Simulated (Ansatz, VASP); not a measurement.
# One calculation of NaF, two programs

```
Na F
1.0
     0.00000    2.28864    2.28864
     2.28864    0.00000    2.28864
     2.28864    2.28864    0.00000
Na F
1 1
Cartesian
  0.0000 0.0000 0.0000
  2.2886 2.2886 2.2886
```

Alike in both runs: task single point; functional PBEsol; k mesh 8 × 8 × 8; no spin polarisation.

|  | VASP | Ansatz |
| --- | --- | --- |
| version | VASP 6.6.1 | Ansatz 0.2.0 |
| potentials or method | VASP PAW PBE potentials, release 64 (Na_pv, F), cutoff 600 eV | plane waves, PAW |
| occupations | gaussian, width 0.01 eV | fixed |
| valence electrons in the cell | 14 | 16 |

Ansatz gave:

| Item | Value |
| --- | --- |
| pressure (GPa) | 1.8 |

Which values does VASP return?

Pressure (GPa): 1.6.

VASP's potentials were made for PBE, not for PBEsol. VASP's potentials hold 14 valence electrons a cell and Ansatz's 16, so a difference there can come from the potentials and not from the codes.
